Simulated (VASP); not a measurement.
# Mg3O (I4/mmm) in VASP: relaxation of cell and atoms with PBE

Aim: the relaxation of cell and atoms of Mg3O with PBE.

All numbers are computed with VASP 6.6.1; they aren't measurements. Logs are shortened: lines on timing, memory, paths and dates and some standing lists are left out, and cuts for length are marked.

## Step 1: The cell of the first run

Symmetry: I4/mmm, No. 139, tetragonal system. Conventional cell: a = 3.851 Å, b = 3.851 Å, c = 8.602 Å, α = 90.00°, β = 90.00°, γ = 90.00°. Mg (site symmetry 4/mmm) has 4 O at 2.72 Å and 8 Mg at 2.89 Å within 3.6 Å. Mg (site symmetry -4m2) has 8 Mg at 2.72 to 2.89 Å and 4 O at 2.89 Å within 3.6 Å. O (site symmetry 4/mmm) has 12 Mg at 2.72 to 2.89 Å within 3.6 Å.

## Step 2: Relaxation of cell and atoms, PBE

File INCAR:

```
SYSTEM = Mg3O
  PREC = Accurate
  ENCUT = 600
  EDIFF = 1E-7
  ISMEAR = 0
  SIGMA = 0.1
  LREAL = .False.
  LASPH = .True.
  NELM = 60
  ALGO = Normal
  ISIF = 3
  LWAVE = .False.
  LCHARG = .False.
  GGA = PE
  IBRION = 2
  NSW = 100
  EDIFFG = -0.01
```

File KPOINTS:

```
regular mesh
0
Gamma
  16 16 16
  0 0 0
```

File POSCAR:

```
Mg3O
1.0
   -1.9253741261      1.9253741261      4.3008357102
    1.9253741261     -1.9253741261      4.3008357102
    1.9253741261      1.9253741261     -4.3008357102
Mg O
3 1
Direct
    0.5000000000      0.5000000000      0.0000000000
    0.2500000000      0.7500000000      0.5000000000
    0.7500000000      0.2500000000      0.5000000000
    0.0000000000      0.0000000000      0.0000000000
```

Potentials or basis: VASP PAW PBE potentials, release 64 (Mg, O).

The run is started by

```console
$ cat potpaw_PBE.64/Mg/POTCAR potpaw_PBE.64/O/POTCAR > POTCAR
$ mpirun -np 1 vasp_std > vasp.out
```

OUTCAR:

```text
SYSTEM = Mg3O
   PREC = Accurate
   ENCUT = 600
   EDIFF = 1E-7
   ISMEAR = 0
   LREAL = .False.
   LASPH = .True.
   NELM = 60
   ISIF = 3
   GGA = PE
   IBRION = 2
   NSW = 100
   EDIFFG = -0.01

 ion  position               nearest neighbor table
   1  0.500  0.500  0.000-   4 2.72   4 2.72   4 2.72   4 2.72   3 2.89   2 2.89   3 2.89   3 2.89
                             2 2.89   2 2.89   3 2.89   2 2.89
   2  0.250  0.750  0.500-   3 2.72   3 2.72   3 2.72   3 2.72   1 2.89   1 2.89   1 2.89   1 2.89

   3  0.750  0.250  0.500-   2 2.72   2 2.72   2 2.72   2 2.72   1 2.89   1 2.89   1 2.89   1 2.89

   4  0.000  0.000  0.000-   1 2.72   1 2.72   1 2.72   1 2.72

  LATTYP: Found a body centered tetragonal cell.
 ALAT       =     3.8507482522
 C/A-ratio  =     2.2337662337

  Lattice vectors:

 A1 = (  -1.9253741261,   1.9253741261,   4.3008357102)
 A2 = (   1.9253741261,  -1.9253741261,   4.3008357102)
 A3 = (   1.9253741261,   1.9253741261,  -4.3008357102)

Analysis of symmetry for initial positions (statically):
=====================================================================
 Subroutine PRICEL returns:
 Original cell was already a primitive cell.

 Routine SETGRP: Setting up the symmetry group for a
 body centered tetragonal supercell.

 Subroutine GETGRP returns: Found 16 space group operations
 (whereof 16 operations were pure point group operations)
 out of a pool of 16 trial point group operations.

The static configuration has the point symmetry D_4h.

Analysis of symmetry for dynamics (positions and initial velocities):
=====================================================================
 Subroutine PRICEL returns:
 Original cell was already a primitive cell.

 Routine SETGRP: Setting up the symmetry group for a
 body centered tetragonal supercell.

 Subroutine GETGRP returns: Found 16 space group operations
 (whereof 16 operations were pure point group operations)
 out of a pool of 16 trial point group operations.

The dynamic configuration has the point symmetry D_4h.

 Subroutine INISYM returns: Found 16 space group operations
 (whereof 16 operations are pure point group operations),
 and found     1 'primitive' translations

----------------------------------------------------------------------------------------

                                     Primitive cell

  volume of cell :      63.7739

[... 118 lines left out ...]
   LHFCALC =     F    Hartree Fock is set to
   AEXX    =    0.0000 exact exchange contribution
   IVDW    =     0    specifies the selected vdW correction
   LEPSILON=     F    determine dielectric tensor
   LRPA    =     F    only Hartree local field effects (RPA)
 conjugate gradient relaxation of ions
 non-spin polarized calculation
 Gauss-broadening in eV      SIGMA  =   0.10
  energy-cutoff  :      600.00
  volume of cell :       63.77
 maximum number of plane-waves:      2152
 NGX is ok and might be reduce to    42
   NGX = 21   NGY = 21   NGZ = 21

--------------------------------------- Ionic step        1  -------------------------------------------

 number of electron      12.0000002 magnetization

 Free energy of the ion-electron system (eV)
  ---------------------------------------------------
  ext. energy  EPLUGINS =         0.00000000
  ---------------------------------------------------
  free energy    TOTEN  =       -10.27618949 eV

  energy without entropy =      -10.27412624  energy(sigma->0) =      -10.27515786

------------------------ aborting loop because EDIFF is reached ----------------------------------------

  FORCE on cell =-STRESS in cart. coord.  units (eV):
  Direction    XX          YY          ZZ          XY          YZ          ZX
  --------------------------------------------------------------------------------------
  -------------------------------------------------------------------------------------
  Total        0.1280038      0.1280038      3.6440492      0.0000000      0.0000000      0.0000000
  in kB        3.2158100      3.2158100     91.5485998      0.0000000      0.0000000      0.0000000
  external PRESSURE =      32.6600733 kB  Pullay stress =       0.0000000 kB
[... 95 lines left out ...]
  FREE ENERGIE OF THE ION-ELECTRON SYSTEM (eV)
  ---------------------------------------------------
  free  energy   TOTEN  =       -10.4261623880 eV

  energy  without entropy=      -10.4239827740  energy(sigma->0) =      -10.42507258

[... ionic steps 4 to 7 ...]

--------------------------------------- Ionic step        8  -------------------------------------------

 number of electron      12.0000001 magnetization

------------------------ aborting loop because EDIFF is reached ----------------------------------------
[... 71 lines left out ...]
--------------------------------------- Ionic step       10  -------------------------------------------

 number of electron      12.0000001 magnetization

 Free energy of the ion-electron system (eV)
  ---------------------------------------------------
  ext. energy  EPLUGINS =         0.00000000
  ---------------------------------------------------
  free energy    TOTEN  =       -10.49887500 eV

  energy without entropy =      -10.49714943  energy(sigma->0) =      -10.49801221

 E-fermi :   3.3246     XC(G=0):  -9.1778

 val. band max:        3.3018589003   @ k =  -0.3125   0.3125   0.3125
 cond. band min:       3.3328369685   @ k =  -0.2500   0.3750   0.2500
 fundamental gap:      0.0309780683
 Fermi energy:         3.3246360364

 k-point     1 :       0.0000    0.0000    0.0000
  band No.  band energies     occupation
      1     -13.7168      2.00000
      2      -2.9000      2.00000
      3      -0.3748      2.00000
      4       0.7904      2.00000
      5       0.7904      2.00000
      6       4.1129      0.00000
      7       4.6665      0.00000
      8       6.7062      0.00000
      9       6.7062      0.00000
     10       8.6437      0.00000
[... 287 lines left out ...]
 k-point    24 :      -0.0625    0.0625    0.0000
  band No.  band energies     occupation
      1     -13.7078      2.00000
      2      -2.8503      2.00000
      3      -0.3339      2.00000
      4       0.7306      2.00000
      5       0.7592      2.00000
      6       3.9253      0.00000
      7       4.8326      0.00000
      8       6.3980      0.00000
      9       6.5948      0.00000
     10       8.4773      0.00000

 [... further k-points ...]
[... 5 lines left out ...]
  --------------------------------------------------------------------------------------
  -------------------------------------------------------------------------------------
  Total       -0.0278398     -0.0278398      0.0007665      0.0000000     -0.0000000      0.0000000
  in kB       -0.6642848     -0.6642848      0.0182892      0.0000000     -0.0000000      0.0000000
  external PRESSURE =      -0.4367601 kB  Pullay stress =       0.0000000 kB
[... 19 lines left out ...]
  FREE ENERGIE OF THE ION-ELECTRON SYSTEM (eV)
  ---------------------------------------------------
  free  energy   TOTEN  =       -10.4988749956 eV

  energy  without entropy=      -10.4971494317  energy(sigma->0) =      -10.49801221

 reached required accuracy - stopping structural energy minimisation
```

OSZICAR:

```text
N       E                     dE             d eps       ncg     rms          rms(c)
DAV:   1     0.337141864722E+02    0.33714E+02   -0.47975E+03  6980   0.107E+03
[... 94 lines left out ...]
DAV:   1    -0.104991028484E+02   -0.26023E-03   -0.64561E-03  7322   0.768E-01    0.119E-01
DAV:   2    -0.104989908057E+02    0.11204E-03   -0.33371E-03  8176   0.384E-01    0.730E-02
DAV:   3    -0.104988810128E+02    0.10979E-03   -0.73161E-04  8130   0.181E-01    0.188E-02
DAV:   4    -0.104988753056E+02    0.57073E-05   -0.26506E-05  7452   0.451E-02    0.359E-03
DAV:   5    -0.104988751360E+02    0.16953E-06   -0.13595E-06  8182   0.909E-03    0.144E-03
DAV:   6    -0.104988749685E+02    0.16757E-06   -0.74486E-08  3960   0.223E-03    0.437E-04
DAV:   7    -0.104988749956E+02   -0.27142E-07   -0.71681E-09  3582   0.654E-04
  10 F= -.10498875E+02 E0= -.10498012E+02  d E =-.293469E-03
```

It took 21 min on 1 thread of Intel Xeon 6975P-C (Granite Rapids), shared host; peak memory 0.54 GiB.

Results:

| Quantity | Value |
| --- | --- |
| Free energy | -10.4989 eV |
| Relaxed volume | 16.79 Å³/atom |
| Relaxed cell | a = 5.548 Å, b = 5.548 Å, c = 5.548 Å, α = 140.98°, β = 140.98°, γ = 56.37° |
| Space group after relaxing (to 0.1 Å) | I4/mmm (No. 139) |
| Energy gained by relaxing | 55.7 meV/atom |
| Ionic steps | 10 |
| Pressure after relaxing | 0.0 GPa |
| Band gap on the k mesh | zero (bands 6 and 7 overlap by 1.27 eV) |

The path:
```
step  energy change (eV)  largest force (eV/Å)  pressure (GPa)  volume (Å³)
   1              0.0000                0.0000            3.27        63.77
   2             -0.1144                0.0000            0.21        66.78
   3             -0.1500                0.0000           -1.89        69.45
   4             -0.1510                0.0000           -2.24        69.97
   5             -0.2051                0.0000           -1.11        68.33
   6             -0.2222                0.0000            0.07        66.96
   7             -0.2224                0.0000            0.23        66.79
   8             -0.2224                0.0000            0.16        66.86
   9             -0.2227                0.0000            0.02        67.05
  10             -0.2227                0.0000           -0.04        67.15
```

Final structure:
```xyz
4
Lattice="-1.8528 1.8528 4.8898 1.8528 -1.8528 4.8898 1.8528 1.8528 -4.8898" Properties=species:S:1:pos:R:3 pbc="T T T"
Mg    0.0000    0.0000    4.8898
Mg    1.8528    0.0000    2.4449
Mg    0.0000    1.8528    2.4449
O     0.0000    0.0000    0.0000
```
